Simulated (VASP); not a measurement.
**HfB2: single point with PBE**

HfB2:

```
Hf B
1.0
     3.05393    0.00000    0.00000
    -1.52696    2.64478    0.00000
     0.00000    0.00000    3.38461
Hf B
1 2
Direct
  0.00000 0.00000 0.00000
  0.33333 0.66667 0.50000
  0.66667 0.33333 0.50000
```

```json
{
 "Program": "VASP 6.6.1",
 "Task": "single point",
 "Functional": "PBE",
 "Potentials or basis": "VASP PAW PBE potentials, release 64 (Hf_pv, B)",
 "Cutoff": "520 eV",
 "k mesh": "11 × 11 × 8",
 "Occupations": "fermi-dirac, width 0.05 eV",
 "Spin": "no spin polarisation",
 "Dipole correction": "no",
 "Further INCAR settings": "ALGO = Normal; EDIFF = 1e-06; NBANDS = 15"
}
```

```json
{
 "Pressure": "26.2 GPa",
 "Band gap on the k mesh": "zero (band 8 reaches 8.98 eV, above the bottom of band 9 at 7.78 eV)"
}
```

Stress tensor (GPa, compression positive):
```
26.90  0.00  0.00
 0.00 26.90  0.00
 0.00  0.00 24.81
```

Levels at points of the mesh, in eV from the Fermi level:
```
           k point  band 4  band 5  band 6  band 7  band 8  band 9  band 10  band 11  band 12  band 13
(0.00, 0.00, 0.00)  -14.08   -3.08   -2.93   -2.93   -2.59    4.61     4.61     5.27     5.27     5.51
(0.00, 0.00, 0.50)  -11.29   -8.54   -1.08   -1.08    0.49    0.49     1.22     1.22     2.61     5.50
```

Run time: 18 s on 1 thread of AMD EPYC 9R45 96-Core Processor (Zen 5), with other jobs on the host, peak memory 0.14 GiB.

Caveat: spin-orbit coupling is left out, which moves the levels of the heavy elements.
